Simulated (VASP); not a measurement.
# Pb7S8 (a cell with a defect) in VASP: single point with LDA

Aim: the single point of Pb7S8 (a cell with a defect) with LDA.

Program: VASP 6.6.1. These are calculated values, not measurements. Logs are shortened: lines on timing, memory, paths and dates and some standing lists are left out, and cuts for length are marked.

## 1. The cell of the first run

The cell holds a defect, 15 atoms: a = 8.418 Å, b = 8.418 Å, c = 8.418 Å, α = 60.00°, β = 60.00°, γ = 60.00°.

## 2. Single point, LDA

INCAR

```
PREC = Accurate
ENCUT = 520
EDIFF = 1E-6
ISMEAR = -1
SIGMA = 0.1
LREAL = Auto
LASPH = True
NELM = 80
ALGO = Normal
ISIF = 2
LWAVE = False
LCHARG = False
GGA = CA
NBANDS = 86
```

KPOINTS

```
Automatic mesh
0
Gamma
  2 2 2
```

POSCAR

```
Pb7S8
1.0
    0.0000000000      5.9524036400      5.9524036400
    5.9524036400      0.0000000000      5.9524036400
    5.9524036400      5.9524036400      0.0000000000
Pb S
7 8
Direct
    0.0015941459     -0.0004626702      0.0003687586
   -0.0110788858      0.0067369423      0.5032687938
   -0.0111511255      0.5021613420      0.0079080659
    0.4874203222      0.0020406042      0.0031213441
    0.4873275865      0.0020834441      0.5095745657
    0.4872364469      0.5083784943      0.0032506196
    0.9891572138      0.5019967026      0.5032785377
    0.2552214352      0.2481316942      0.2491591783
    0.2447344112      0.2280693787      0.7644268224
    0.2446929993      0.7634434381      0.2290248751
    0.2446930833      0.7634667060      0.7646198536
    0.7727884865      0.2359216688      0.2370775044
    0.7728082264      0.2359009209      0.7560140024
    0.7729136460      0.7549906343      0.2369600728
    0.7552375094      0.7481472644      0.7491241807
```

Potentials or basis: VASP PAW LDA potentials, release 64 (Pb_d, S).

Started as:

```sh
$ cat potpaw_LDA.64/Pb_d/POTCAR potpaw_LDA.64/S/POTCAR > POTCAR
$ mpirun -np 1 vasp_std > vasp.out
```

OUTCAR:

```text
PREC = Accurate
   ENCUT = 520
   EDIFF = 1E-6
   ISMEAR = -1
   LREAL = Auto
   LASPH = True
   NELM = 80
   ISIF = 2
   GGA = CA

 ion  position               nearest neighbor table
   1  0.002  1.000  0.000-   9 2.81  10 2.81  11 2.81  12 2.82  13 2.82  14 2.82   5 4.11   6 4.11
                             4 4.11
   2  0.989  0.007  0.503-  13 2.88  12 2.88  15 2.93   8 3.02  11 3.08  10 3.08
   3  0.989  0.502  0.008-  14 2.88  12 2.88  15 2.93   8 3.02  11 3.08   9 3.08
   4  0.487  0.002  0.003-  10 2.87   9 2.87   8 2.93  15 3.03  13 3.10  14 3.10   1 4.11
   5  0.487  0.002  0.510-   9 2.86  11 2.87   8 2.93  15 3.02  12 3.10  14 3.10   1 4.11
   6  0.487  0.508  0.003-  10 2.86  11 2.87   8 2.93  15 3.02  12 3.10  13 3.10   1 4.11
   7  0.989  0.502  0.503-  13 2.88  14 2.88  15 2.93   8 3.03   9 3.08  10 3.08
   8  0.255  0.248  0.249-   4 2.93   6 2.93   5 2.93   3 3.02   2 3.02   7 3.03
   9  0.245  0.228  0.764-   1 2.81   5 2.86   4 2.87   7 3.08   3 3.08
  10  0.245  0.763  0.229-   1 2.81   6 2.86   4 2.87   7 3.08   2 3.08
  11  0.245  0.763  0.765-   1 2.81   6 2.87   5 2.87   2 3.08   3 3.08
  12  0.773  0.236  0.237-   1 2.82   3 2.88   2 2.88   5 3.10   6 3.10
  13  0.773  0.236  0.756-   1 2.82   2 2.88   7 2.88   4 3.10   6 3.10
  14  0.773  0.755  0.237-   1 2.82   3 2.88   7 2.88   4 3.10   5 3.10
  15  0.755  0.748  0.749-   7 2.93   2 2.93   3 2.93   5 3.02   6 3.02   4 3.03

  LATTYP: Found a face centered cubic cell.
 ALAT       =    11.9048072800

  Lattice vectors:

 A1 = (   0.0000000000,   5.9524036400,   5.9524036400)
 A2 = (   5.9524036400,   0.0000000000,   5.9524036400)
 A3 = (   5.9524036400,   5.9524036400,   0.0000000000)

Analysis of symmetry for initial positions (statically):
=====================================================================
 Subroutine PRICEL returns:
 Original cell was already a primitive cell.

 Routine SETGRP: Setting up the symmetry group for a
 face centered cubic supercell.

 Subroutine GETGRP returns: Found  1 space group operations
 (whereof  1 operations were pure point group operations)
 out of a pool of 48 trial point group operations.

The static configuration has the point symmetry C_1 .

Analysis of symmetry for dynamics (positions and initial velocities):
=====================================================================
 Subroutine PRICEL returns:
 Original cell was already a primitive cell.

 Routine SETGRP: Setting up the symmetry group for a
 face centered cubic supercell.

[... 129 lines left out ...]
   EFERMI_NEDOS =   21; number of points for ismear=-14 and -15
   IALGO  =     38    algorithm
   IMIX   =      4    mixing-type and parameters
     AMIX     =   0.40;   BMIX     =  1.00
     AMIX_MAG =   1.60;   BMIX_MAG =  1.00
  volume/ion in A,a.u.               =      28.12       189.76
  Fermi-wavevector in a.u.,A,eV,Ry     =   1.149450  2.172146 17.976497  1.321235
  Thomas-Fermi vector in A             =   2.286120
   LORBIT       =      0    0 simple, 1 ext, 2 COOP (PROOUT), +10 PAW based schemes
   GGA     = CA    functional components
   LHFCALC =     F    Hartree Fock is set to
   AEXX    =    0.0000 exact exchange contribution
   IVDW    =     0    specifies the selected vdW correction
   LEPSILON=     F    determine dielectric tensor
   LRPA    =     F    only Hartree local field effects (RPA)
 non-spin polarized calculation
  energy-cutoff  :      520.00
  volume of cell :      421.80
 maximum number of plane-waves:     11358
 NGX is ok and might be reduce to    64
   NGX = 31   NGY = 31   NGZ = 31

 number of electron     146.0000003 magnetization

 Free energy of the ion-electron system (eV)
  ---------------------------------------------------
  ext. energy  EPLUGINS =         0.00000000
  ---------------------------------------------------
  free energy    TOTEN  =       -73.05645250 eV

  energy without entropy =      -72.89227692  energy(sigma->0) =      -72.97436471

 E-fermi :   4.2008     XC(G=0):  -9.5106

 val. band max:        3.9253570541   @ k =   0.0000   0.5000   0.5000
 cond. band min:       4.2709959187   @ k =   0.5000   0.0000   0.0000
 fundamental gap:      0.3456388646
 Fermi energy:         4.2007832649

 k-point     1 :       0.0000    0.0000    0.0000
  band No.  band energies     occupation
      1     -12.4460      2.00000
      2     -12.4058      2.00000
      3     -12.4054      2.00000
      4     -12.3261      2.00000
      5     -12.3250      2.00000
      6     -12.3248      2.00000
[... 693 lines left out ...]
     84       8.4196      0.00000
     85       8.4464      0.00000
 [bands above 85 left out]

------------------------ aborting loop because EDIFF is reached ----------------------------------------

  FORCE on cell =-STRESS in cart. coord.  units (eV):
  Direction    XX          YY          ZZ          XY          YZ          ZX
  --------------------------------------------------------------------------------------
  -------------------------------------------------------------------------------------
  Total      -11.0005919    -11.0294402    -11.0276096     -0.1350148      0.1400741     -0.1294074
  in kB      -41.7849146    -41.8944928    -41.8875392     -0.5128434      0.5320607     -0.4915440
  external PRESSURE =     -41.8556489 kB  Pullay stress =       0.0000000 kB

 VOLUME and BASIS-vectors are now :
 -----------------------------------------------------------------------------
  energy-cutoff  :      520.00
  volume of cell :      421.80
      direct lattice vectors                 reciprocal lattice vectors
     0.000000000  5.952403640  5.952403640    -0.083999680  0.083999680  0.083999680
     5.952403640  0.000000000  5.952403640     0.083999680 -0.083999680  0.083999680
     5.952403640  5.952403640  0.000000000     0.083999680  0.083999680 -0.083999680

 POSITION                                       TOTAL-FORCE (eV/Angst)
 -----------------------------------------------------------------------------------
      5.95184      0.01168      5.95914         0.004893     -0.009220     -0.014257
      3.03576      8.88212      5.92656         0.002606     -0.002667      0.009159
      3.03614      5.93310      8.87509         0.005456      0.011411     -0.000880
      0.03073      2.91990      2.91347        -0.002265      0.002815      0.001582
      3.04559      5.93396      2.91317        -0.005132      0.005225      0.003234
      3.04542      2.91958      5.92630        -0.001769      0.002926      0.004046
      5.98380      8.88358      8.87595        -0.009026     -0.009307     -0.003764
      2.96008      3.00228      2.99616         0.005965     -0.004163     -0.005132
      5.90774      6.00694      2.81432        -0.000943      0.002169      0.007590
      5.90757      2.81976      6.00083        -0.001058      0.007153      0.003172
      9.09579      6.00784      6.00097        -0.007057      0.000583      0.001833
      2.81548      6.01113      6.00425         0.001954      0.000790      0.001252
      5.90428      9.10017      6.00424        -0.000663     -0.001937      0.001197
      5.90449      6.01118      9.09470        -0.001809     -0.000509     -0.001872
      8.91236      8.95457      8.94875         0.008848     -0.005270     -0.007160
 -----------------------------------------------------------------------------------
    total drift:                                0.003203      0.009536      0.006295

  FREE ENERGIE OF THE ION-ELECTRON SYSTEM (eV)
  ---------------------------------------------------
  free  energy   TOTEN  =       -73.0564524981 eV

  energy  without entropy=      -72.8922769234  energy(sigma->0) =      -72.97436471
```

OSZICAR:

```text
N       E                     dE             d eps       ncg     rms          rms(c)
DAV:   1     0.177393838098E+04    0.17739E+04   -0.65000E+04  1376   0.178E+03
DAV:   2     0.225622945659E+03   -0.15483E+04   -0.15085E+04  1392   0.489E+02
DAV:   3    -0.508773070645E+02   -0.27650E+03   -0.26469E+03  1694   0.231E+02
DAV:   4    -0.752304987403E+02   -0.24353E+02   -0.23765E+02  1720   0.650E+01
DAV:   5    -0.763008797785E+02   -0.10704E+01   -0.10653E+01  1800   0.130E+01    0.124E+01
DAV:   6    -0.731172549760E+02    0.31836E+01   -0.85056E+00  1866   0.112E+01    0.778E+00
DAV:   7    -0.730862903916E+02    0.30965E-01   -0.18349E+00  1936   0.370E+00    0.393E+00
DAV:   8    -0.730682674651E+02    0.18023E-01   -0.29307E-01  1802   0.277E+00    0.557E-01
DAV:   9    -0.730558826934E+02    0.12385E-01   -0.53853E-02  1872   0.113E+00    0.238E-01
DAV:  10    -0.730563852466E+02   -0.50255E-03   -0.43234E-03  1696   0.242E-01    0.108E-01
DAV:  11    -0.730564527229E+02   -0.67476E-04   -0.37696E-04  2080   0.901E-02    0.321E-02
DAV:  12    -0.730564527686E+02   -0.45720E-07   -0.33996E-05  1488   0.209E-02    0.234E-02
DAV:  13    -0.730564524981E+02    0.27051E-06   -0.86367E-06  1728   0.177E-02
   1 F= -.73056452E+02 E0= -.72974365E+02  d E =-.164176E+00
```

It took 7.9 min on 1 thread of Intel Xeon Platinum 8259CL at 2.50GHz (Skylake/Cascade Lake), shared host; peak memory 0.52 GiB.

What came out:

- Free energy: -73.0565 eV
- Pressure: -4.2 GPa
- Largest force: 0.018 eV/Å
- Band gap on the k mesh: zero (bands 73 and 74 overlap by 0.18 eV)

Forces in eV/Å, atoms in the order of the input:
```
Pb   0.005 -0.009 -0.014
Pb   0.003 -0.003  0.009
Pb   0.005  0.011 -0.001
Pb  -0.002  0.003  0.002
Pb  -0.005  0.005  0.003
Pb  -0.002  0.003  0.004
Pb  -0.009 -0.009 -0.004
S    0.006 -0.004 -0.005
S   -0.001  0.002  0.008
S   -0.001  0.007  0.003
S   -0.007  0.001  0.002
S    0.002  0.001  0.001
S   -0.001 -0.002  0.001
S   -0.002 -0.001 -0.002
S    0.009 -0.005 -0.007
```

Levels at points of the mesh, in eV from the Fermi level:
```csv
k point,band 70,band 71,band 72,band 73,band 74,band 75,band 76,band 77
"(0.00, 0.00, 0.00)",-0.99,-0.51,0.09,0.25,0.25,0.75,1.02,1.02
"(0.50, 0.00, 0.00)",-1.22,-1.11,-1.11,-0.75,0.07,2.20,2.82,2.97
"(0.00, 0.50, 0.00)",-1.21,-1.10,-1.09,-0.74,0.09,2.19,2.83,2.93
"(0.00, 0.00, 0.50)",-1.21,-1.10,-1.09,-0.74,0.09,2.19,2.83,2.93
"(0.50, 0.50, 0.50)",-1.21,-1.10,-1.09,-0.74,0.09,2.19,2.83,2.93
"(0.50, 0.50, 0.00)",-0.60,-0.53,-0.33,-0.28,0.12,1.62,1.74,2.14
"(0.00, 0.50, 0.50)",-0.60,-0.53,-0.32,-0.28,0.12,1.62,1.74,2.13
"(0.50, 0.00, 0.50)",-0.60,-0.53,-0.33,-0.28,0.12,1.62,1.74,2.14
```

Caveat: the k points lie up to 0.46 Å⁻¹ apart; spin-orbit coupling is left out, which moves the levels of the heavy elements.
